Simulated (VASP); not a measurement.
# FeNi3 (Pm-3m) in VASP: further runs

FeNi3 is run at these levels: LDA; tasks: single point.

Program: VASP 6.6.1. These are calculated values, not measurements. Logs are shortened: lines on timing, memory, paths and dates and some standing lists are left out, and cuts for length are marked.

## (1) The cell of the first run

It takes space group Pm-3m (No. 221, cubic). Conventional cell: a = 3.448 Å, b = 3.448 Å, c = 3.448 Å, α = 90.00°, β = 90.00°, γ = 90.00°. Fe (site symmetry m-3m) has 12 Ni at 2.44 Å within 3.2 Å. Within 3.2 Å of Ni (site symmetry 4/mmm) lie 4 Fe at 2.44 Å and 8 Ni at 2.44 Å.

## (2) Single point, LDA

INCAR reads:

```
PREC = Accurate
ENCUT = 520
EDIFF = 1E-6
ISMEAR = 0
SIGMA = 0.05
LREAL = F
LASPH = T
NELM = 100
ALGO = Normal
ISIF = 2
LWAVE = F
LCHARG = F
GGA = CA
NBANDS = 27
```

KPOINTS reads:

```
Automatic mesh
0
Gamma
  12 12 12
```

POSCAR reads:

```
FeNi3
1.0
    3.4484818919      0.0000000000      0.0000000000
    0.0000000000      3.4484818919      0.0000000000
    0.0000000000      0.0000000000      3.4484818919
Fe Ni
1 3
Direct
    0.0000000000      0.0000000000      0.0000000000
    0.0000000000      0.5000000000      0.5000000000
    0.5000000000      0.0000000000      0.5000000000
    0.5000000000      0.5000000000      0.0000000000
```

Potentials or basis: VASP PAW LDA potentials, release 64 (Fe, Ni).

Command:

```sh
$ cat potpaw_LDA.64/Fe/POTCAR potpaw_LDA.64/Ni/POTCAR > POTCAR
$ mpirun -np 1 vasp_std > vasp.out
```

OUTCAR:

```text
PREC = Accurate
   ENCUT = 520
   EDIFF = 1E-6
   ISMEAR = 0
   LREAL = F
   LASPH = T
   NELM = 100
   ISIF = 2
   GGA = CA

 ion  position               nearest neighbor table
   1  0.000  0.000  0.000-   2 2.44   3 2.44   4 2.44   2 2.44   3 2.44   2 2.44   4 2.44   2 2.44
                             3 2.44   4 2.44   3 2.44   4 2.44
   2  0.000  0.500  0.500-   1 2.44   3 2.44   4 2.44   1 2.44   4 2.44   1 2.44   3 2.44   1 2.44
                             3 2.44   4 2.44   4 2.44   3 2.44
   3  0.500  0.000  0.500-   1 2.44   2 2.44   4 2.44   1 2.44   4 2.44   2 2.44   4 2.44   4 2.44
                             1 2.44   2 2.44   1 2.44   2 2.44
   4  0.500  0.500  0.000-   1 2.44   2 2.44   3 2.44   2 2.44   3 2.44   1 2.44   3 2.44   3 2.44
                             1 2.44   2 2.44   2 2.44   1 2.44

  LATTYP: Found a simple cubic cell.
 ALAT       =     3.4484818919

  Lattice vectors:

 A1 = (   3.4484818919,   0.0000000000,   0.0000000000)
 A2 = (   0.0000000000,   3.4484818919,   0.0000000000)
 A3 = (   0.0000000000,   0.0000000000,   3.4484818919)

Analysis of symmetry for initial positions (statically):
=====================================================================
 Subroutine PRICEL returns:
 Original cell was already a primitive cell.

 Routine SETGRP: Setting up the symmetry group for a
 simple cubic supercell.

 Subroutine GETGRP returns: Found 48 space group operations
 (whereof 48 operations were pure point group operations)
 out of a pool of 48 trial point group operations.

The static configuration has the point symmetry O_h .

Analysis of symmetry for dynamics (positions and initial velocities):
=====================================================================
 Subroutine PRICEL returns:
 Original cell was already a primitive cell.

 Routine SETGRP: Setting up the symmetry group for a
 simple cubic supercell.

 Subroutine GETGRP returns: Found 48 space group operations
 (whereof 48 operations were pure point group operations)
 out of a pool of 48 trial point group operations.

The dynamic configuration has the point symmetry O_h .

 Subroutine INISYM returns: Found 48 space group operations
 (whereof 48 operations are pure point group operations),
 and found     1 'primitive' translations

----------------------------------------------------------------------------------------

                                     Primitive cell

  volume of cell :      41.0094

  direct lattice vectors                    reciprocal lattice vectors
     3.448481892  0.000000000  0.000000000     0.289982674  0.000000000  0.000000000
     0.000000000  3.448481892  0.000000000     0.000000000  0.289982674  0.000000000
     0.000000000  0.000000000  3.448481892     0.000000000  0.000000000  0.289982674

  length of vectors
     3.448481892  3.448481892  3.448481892     0.289982674  0.289982674  0.289982674

  position of ions in fractional coordinates (direct lattice)
     0.000000000  0.000000000  0.000000000
     0.000000000  0.500000000  0.500000000
     0.500000000  0.000000000  0.500000000
     0.500000000  0.500000000  0.000000000

  ion indices of the primitive-cell ions
   primitive index   ion index
                 1           1
                 2           2
                 3           3
                 4           4

----------------------------------------------------------------------------------------

 KPOINTS: Automatic mesh

Automatic generation of k-mesh.
 Grid dimensions read from file:
 generate k-points for:   12   12   12

 Generating k-lattice:

  Cartesian coordinates                     Fractional coordinates (reciprocal lattice)
     0.024165223  0.000000000  0.000000000     0.083333333  0.000000000  0.000000000
     0.000000000  0.024165223  0.000000000     0.000000000  0.083333333  0.000000000
     0.000000000  0.000000000  0.024165223     0.000000000  0.000000000  0.083333333

  Length of vectors
     0.024165223  0.024165223  0.024165223

  Shift w.r.t. Gamma in fractional coordinates (k-lattice)
[... 47 lines left out ...]
  ---------------------------------------------------
  free energy    TOTEN  =       -28.54888000 eV

  energy without entropy =      -28.53631959  energy(sigma->0) =      -28.54259979

 E-fermi :   9.0991     XC(G=0): -13.9880

 val. band max:        9.0894220049   @ k =   0.4167   0.3333   0.0833
 cond. band min:       9.0995951484   @ k =   0.4167   0.2500   0.0000
 fundamental gap:      0.0101731435
 Fermi energy:         9.0990695273

 k-point     1 :       0.0000    0.0000    0.0000
  band No.  band energies     occupation
      1      -0.1604      2.00000
      2       4.2029      2.00000
      3       4.2029      2.00000
      4       4.3141      2.00000
      5       4.8706      2.00000
      6       4.8706      2.00000
[... 19 lines left out ...]
     26      19.4069      0.00000
     27      19.7164      0.00000

 k-point     2 :       0.0833    0.0000    0.0000
  band No.  band energies     occupation
      1      -0.0646      2.00000
      2       4.2259      2.00000
      3       4.2582      2.00000
      4       4.3543      2.00000
      5       4.9030      2.00000
      6       4.9064      2.00000
[... 19 lines left out ...]
     26      19.5800      0.00000
     27      20.1501      0.00000

 k-point     3 :       0.1667    0.0000    0.0000
  band No.  band energies     occupation
      1       0.2199      2.00000
      2       4.2571      2.00000
      3       4.4172      2.00000
      4       4.4880      2.00000
      5       4.9985      2.00000
      6       5.0141      2.00000
[... 19 lines left out ...]
     26      19.6324      0.00000
     27      21.6134      0.00000

 k-point     4 :       0.2500    0.0000    0.0000
  band No.  band energies     occupation
      1       0.6826      2.00000
      2       4.2260      2.00000
      3       4.6574      2.00000
      4       4.7027      2.00000
      5       5.1522      2.00000
      6       5.1941      2.00000
[... 19 lines left out ...]
     26      19.6790      0.00000
     27      21.6715      0.00000
[... 516 lines left out ...]
      4       5.6111      2.00000
      5       5.8490      2.00000
      6       5.9242      2.00000
[... 19 lines left out ...]
     26      18.8723      0.00000
     27      20.9299      0.00000

 k-point    23 :       0.3333    0.3333    0.0000
  band No.  band energies     occupation
      1       2.5978      2.00000
      2       4.9019      2.00000
      3       4.9657      2.00000
      4       5.4512      2.00000
      5       5.6460      2.00000
      6       5.7155      2.00000
[... 19 lines left out ...]
     26      20.6515      0.00000
     27      22.0905      0.00000

 k-point    24 :       0.4167    0.3333    0.0000
  band No.  band energies     occupation
      1       3.2347      2.00000
      2       4.5253      2.00000
      3       5.2767      2.00000
      4       5.5503      2.00000
      5       5.7946      2.00000
      6       5.8688      2.00000
[... 19 lines left out ...]
     26      20.8296      0.00000
     27      21.0515      0.00000

 [... further k-points ...]
[... 5 lines left out ...]
  --------------------------------------------------------------------------------------
  -------------------------------------------------------------------------------------
  Total       -2.2372360     -2.2372360     -2.2372360     -0.0000000      0.0000000     -0.0000000
  in kB      -87.4054537    -87.4054537    -87.4054537     -0.0000000      0.0000000     -0.0000000
  external PRESSURE =     -87.4054537 kB  Pullay stress =       0.0000000 kB

 VOLUME and BASIS-vectors are now :
 -----------------------------------------------------------------------------
  energy-cutoff  :      520.00
  volume of cell :       41.01
      direct lattice vectors                 reciprocal lattice vectors
     3.448481892  0.000000000  0.000000000     0.289982674  0.000000000  0.000000000
     0.000000000  3.448481892  0.000000000     0.000000000  0.289982674  0.000000000
     0.000000000  0.000000000  3.448481892     0.000000000  0.000000000  0.289982674

 POSITION                                       TOTAL-FORCE (eV/Angst)
 -----------------------------------------------------------------------------------
      0.00000      0.00000      0.00000         0.000000      0.000000      0.000000
      0.00000      1.72424      1.72424         0.000000      0.000000      0.000000
      1.72424      0.00000      1.72424         0.000000      0.000000      0.000000
      1.72424      1.72424      0.00000         0.000000      0.000000      0.000000
 -----------------------------------------------------------------------------------
    total drift:                                0.000000      0.000000      0.000000

  FREE ENERGIE OF THE ION-ELECTRON SYSTEM (eV)
  ---------------------------------------------------
  free  energy   TOTEN  =       -28.5488799969 eV

  energy  without entropy=      -28.5363195908  energy(sigma->0) =      -28.54259979
```

Run time: 53 s. Hardware: 1 thread of AMD EPYC 9R45 (Zen 5), shared host; peak memory 0.17 GiB.

Results:

```
Free energy            : -28.5489 eV
Pressure               : -8.7 GPa
Band gap on the k mesh : zero (bands 19 and 20 overlap by 1.17 eV)
```

Levels at points of the mesh, in eV from the Fermi level:
| k point | band 17 | band 18 | band 19 | band 20 | band 21 | band 22 |
| --- | --- | --- | --- | --- | --- | --- |
| (0.00, 0.00, 0.00) | 0.38 | 0.38 | 0.72 | 0.72 | 0.72 | 2.68 |
| (0.50, 0.00, 0.00) | -0.74 | -0.65 | -0.33 | -0.04 | -0.01 | 0.70 |
| (0.50, 0.50, 0.00) | -1.06 | -0.56 | -0.45 | -0.45 | 1.42 | 1.42 |
| (0.50, 0.50, 0.50) | -0.17 | -0.17 | -0.17 | 0.35 | 0.35 | 0.35 |

Caveat: the cell stands under tension; the run has no spin polarisation, though such a crystal can be magnetic. Spin polarisation is off, so any magnetic state and its effect on volume and gap are missing.

## (3) Single point, LDA, collinear spin, ferromagnetic start (9.84 Å³/atom)

This run uses another cell than the first one, of 9.84 Å³/atom.

INCAR reads:

```
PREC     = Accurate       # precision mode
ENCUT    = 520            # plane-wave cutoff, eV
EDIFF    = 1E-7           # SCF threshold, eV
ISMEAR   = 0              # smearing method
SIGMA    = 0.05           # smearing width, eV
LREAL    = F              # projectors in reciprocal space
LASPH    = T              # aspherical terms in the spheres
NELM     = 150            # most SCF steps
ALGO     = Fast           # electronic algorithm
ISIF     = 2              # what is computed and relaxed
LWAVE    = F              # write WAVECAR
LCHARG   = T              # write CHGCAR
ISPIN    = 2              # spin polarisation
MAGMOM   = 2.98 0.73 0.73 0.73 # initial moments
LORBIT   = 11             # projections on sites
LMAXMIX  = 4              # l up to which the mixer works
GGA      = CA             # functional
LELF     = T              # ELF
LVHAR    = T            
NBANDS   = 31             # bands
```

KPOINTS reads:

```
regular mesh
0
Gamma
  12 12 12
```

POSCAR reads:

```
FeNi3
1.0
    3.4018750720      0.0000000000      0.0000000000
    0.0000000000      3.4018750720      0.0000000000
    0.0000000000      0.0000000000      3.4018750720
Fe Ni
1 3
Direct
    0.0000000000      0.0000000000      0.0000000000
    0.0000000000      0.5000000000      0.5000000000
    0.5000000000      0.0000000000      0.5000000000
    0.5000000000      0.5000000000      0.0000000000
```

Potentials or basis: VASP PAW LDA potentials, release 64 (Fe, Ni).

Command:

```sh
$ cat potpaw_LDA.64/Fe/POTCAR potpaw_LDA.64/Ni/POTCAR > POTCAR
$ mpirun -np 1 vasp_std > vasp.out
```

Run time: 2.5 min. Hardware: 1 thread of AMD EPYC 9R45 (Zen 5), shared host; peak memory 0.23 GiB.

Results (log left out):

```yaml
Free_energy: -29.1391 eV
Pressure: 10.6 GPa
Net_moment: 4.48 μB per cell
Site_moments: Fe +2.65; Ni +0.59 μB
Valence_electrons_inside_the_program's_atomic_spheres: Fe 7.39; Ni 9.59
```

Levels at points of the mesh, in eV from the Fermi level:
Spin up:
| k point | band 18 | band 19 | band 20 | band 21 | band 22 | band 23 | band 24 | band 25 |
| --- | --- | --- | --- | --- | --- | --- | --- | --- |
| (0.00, 0.00, 0.00) | -0.46 | -0.36 | -0.36 | -0.36 | 2.38 | 2.38 | 2.38 | 10.13 |
| (0.50, 0.00, 0.00) | -1.62 | -1.17 | -1.05 | -0.46 | -0.35 | 8.32 | 8.32 | 8.35 |
| (0.50, 0.50, 0.00) | -1.58 | -1.58 | -1.56 | 1.09 | 1.09 | 1.29 | 1.33 | 12.22 |
| (0.50, 0.50, 0.50) | -0.62 | -0.62 | -0.62 | -0.60 | -0.57 | -0.57 | -0.57 | 6.46 |
Spin down:
```
           k point  band 14  band 15  band 16  band 17  band 18  band 19  band 20  band 21
(0.00, 0.00, 0.00)     0.26     0.26     0.26     0.99     0.99     1.41     1.41     1.41
(0.50, 0.00, 0.00)    -1.17    -1.02    -0.45    -0.27    -0.27     0.26     0.32     0.53
(0.50, 0.50, 0.00)    -1.43    -1.43    -0.95    -0.88     0.07     0.07     0.13     1.67
(0.50, 0.50, 0.50)    -0.40    -0.40    -0.40     0.02     0.02     0.02     0.87     0.87
```

Caveat: the cell stands under pressure.

## (4) Single point, LDA, collinear spin, ferromagnetic start (10.02 Å³/atom)

This run uses another cell than the first one, of 10.02 Å³/atom.

INCAR reads:

```
SYSTEM = FeNi3
ALGO     = Normal         ! electronic algorithm
EDIFF    = 1E-6           ! SCF threshold, eV
ENCUT    = 520            ! plane-wave cutoff, eV
ISIF     = 2              ! what is computed and relaxed
ISMEAR   = 0              ! smearing method
ISPIN    = 2              ! spin polarisation
LASPH    = .True.         ! aspherical terms in the spheres
LCHARG   = .True.         ! write CHGCAR
LELF     = .True.         ! ELF
LMAXMIX  = 4              ! l up to which the mixer works
LORBIT   = 11             ! projections on sites
LREAL    = .False.        ! projectors in reciprocal space
LVHAR    = .True.       
LWAVE    = .False.        ! write WAVECAR
MAGMOM   = 3.13 0.73 0.73 0.73 ! initial moments
NBANDS   = 31             ! bands
NELM     = 150            ! most SCF steps
PREC     = Accurate       ! precision mode
SIGMA    = 0.05           ! smearing width, eV
```

KPOINTS reads:

```
k-points
0
Gamma
  12 12 12
  0 0 0
```

POSCAR reads:

```
FeNi3
1.0
    3.4226598684      0.0000000000      0.0000000000
    0.0000000000      3.4226598684      0.0000000000
    0.0000000000      0.0000000000      3.4226598684
Fe Ni
1 3
Direct
    0.0000000000      0.0000000000      0.0000000000
    0.0000000000      0.5000000000      0.5000000000
    0.5000000000      0.0000000000      0.5000000000
    0.5000000000      0.5000000000      0.0000000000
```

Command:

```sh
$ cat potpaw_LDA.64/Fe/POTCAR potpaw_LDA.64/Ni/POTCAR > POTCAR
$ mpirun -np 1 vasp_std > vasp.out
```

Run time: 2.3 min. Hardware: 1 thread of AMD EPYC 9R45 (Zen 5), shared host; peak memory 0.23 GiB.

The run converged. Its results:

| Quantity | Value |
| --- | --- |
| Free energy | -29.1752 eV |
| Pressure | 5.3 GPa |
| Net moment | 4.55 μB per cell |
| Site moments | Fe +2.68; Ni +0.60 μB |
| Valence electrons inside the program's atomic spheres | Fe 7.34; Ni 9.55 |

Levels at points of the mesh, in eV from the Fermi level:
Spin up:
```
           k point  band 19  band 20  band 21  band 22  band 23  band 24
(0.00, 0.00, 0.00)    -0.39    -0.39    -0.39     2.37     2.37     2.37
(0.50, 0.00, 0.00)    -1.18    -1.04    -0.47    -0.39     8.20     8.20
(0.50, 0.50, 0.00)    -1.56    -1.53     1.05     1.05     1.23     1.27
(0.50, 0.50, 0.50)    -0.59    -0.59    -0.59    -0.59    -0.59    -0.56
```
Spin down:
```csv
k point,band 15,band 16,band 17,band 18,band 19,band 20
"(0.00, 0.00, 0.00)",0.27,0.27,0.99,0.99,1.39,1.39
"(0.50, 0.00, 0.00)",-0.98,-0.43,-0.24,-0.24,0.27,0.33
"(0.50, 0.50, 0.00)",-1.38,-0.92,-0.84,0.09,0.09,0.16
"(0.50, 0.50, 0.50)",-0.38,-0.38,0.03,0.03,0.03,0.87
```

Caveat: the cell stands under pressure.

## (5) Single point, LDA, collinear spin, ferromagnetic start (10.05 Å³/atom)

This run uses another cell than the first one, of 10.05 Å³/atom.

INCAR reads:

```
SYSTEM = FeNi3
ALGO = Fast
EDIFF = 1E-6
ENCUT = 520
GGA = CA
ISIF = 2
ISMEAR = 0
ISPIN = 2
LASPH = .TRUE.
LCHARG = .TRUE.
LELF = .TRUE.
LMAXMIX = 4
LORBIT = 11
LREAL = .FALSE.
LVHAR = .TRUE.
LWAVE = .FALSE.
MAGMOM = 3.01 0.73 0.73 0.73
NBANDS = 31
NELM = 150
PREC = Accurate
SIGMA = 0.05
```

KPOINTS reads:

```
k-points
0
G
  12 12 12
  0 0 0
```

POSCAR reads:

```
FeNi3
1.0
    3.4253370208      0.0000000000      0.0000000000
    0.0000000000      3.4253370208      0.0000000000
    0.0000000000      0.0000000000      3.4253370208
Fe Ni
1 3
Direct
    0.0000000000      0.0000000000      0.0000000000
    0.0000000000      0.5000000000      0.5000000000
    0.5000000000      0.0000000000      0.5000000000
    0.5000000000      0.5000000000      0.0000000000
```

Command:

```sh
$ cat potpaw_LDA.64/Fe/POTCAR potpaw_LDA.64/Ni/POTCAR > POTCAR
$ mpirun -np 1 vasp_std > vasp.out
```

Wall time 2.9 min (1 thread of AMD EPYC 9R45 (Zen 5), shared host); peak memory 0.23 GiB.

It converged, with:

| Item | Value |
| --- | --- |
| Free energy | -29.1783 eV |
| Pressure | 4.8 GPa |
| Net moment | 4.55 μB per cell |
| Site moments | Fe +2.69; Ni +0.61 μB |
| Valence electrons inside the program's atomic spheres | Fe 7.33; Ni 9.54 |

Levels at points of the mesh, in eV from the Fermi level:
Spin up:
| k point | band 19 | band 20 | band 21 | band 22 | band 23 | band 24 |
| --- | --- | --- | --- | --- | --- | --- |
| (0.00, 0.00, 0.00) | -0.39 | -0.39 | -0.39 | 2.37 | 2.37 | 2.37 |
| (0.50, 0.00, 0.00) | -1.18 | -1.04 | -0.47 | -0.39 | 8.19 | 8.19 |
| (0.50, 0.50, 0.00) | -1.56 | -1.53 | 1.04 | 1.04 | 1.22 | 1.26 |
| (0.50, 0.50, 0.50) | -0.59 | -0.59 | -0.59 | -0.59 | -0.59 | -0.55 |
Spin down:
```
           k point  band 13  band 14  band 15  band 16  band 17  band 18  band 19  band 20  band 21  band 22
(0.00, 0.00, 0.00)    -0.01     0.27     0.27     0.27     0.99     0.99     1.39     1.39     1.39     2.56
(0.50, 0.00, 0.00)    -1.13    -1.13    -0.98    -0.42    -0.24    -0.24     0.27     0.34     0.54     1.36
(0.50, 0.50, 0.00)    -1.40    -1.37    -1.37    -0.91    -0.84     0.09     0.09     0.16     1.64     1.64
(0.50, 0.50, 0.50)    -0.54    -0.37    -0.37    -0.37     0.03     0.03     0.03     0.87     0.87     0.87
```

Caveat: the cell stands under pressure.

## (6) Summary

| spin | cell | gap on the mesh (eV) | pressure (GPa) | moment (μB) |
| --- | --- | --- | --- | --- |
| off | a = 3.448 Å, 4 atoms | none | -8.7 | - |
| collinear, ferromagnetic start | a = 3.402 Å, 4 atoms | none | 10.6 | 4.48 |
| collinear, ferromagnetic start | a = 3.423 Å, 4 atoms | none | 5.3 | 4.55 |
| collinear, ferromagnetic start | a = 3.425 Å, 4 atoms | none | 4.8 | 4.55 |

Alike in all rows: task single point; level LDA; potentials or basis VASP PAW LDA potentials, release 64 (Fe, Ni); k mesh 12 × 12 × 12; cutoff (eV) 520; smearing gaussian 0.05 eV.

Caveats: the cell stands under pressure (at least some runs); the cell stands under tension (at least some runs).

Total energies depend on the potentials used, so only differences within one code and one set of settings carry meaning.
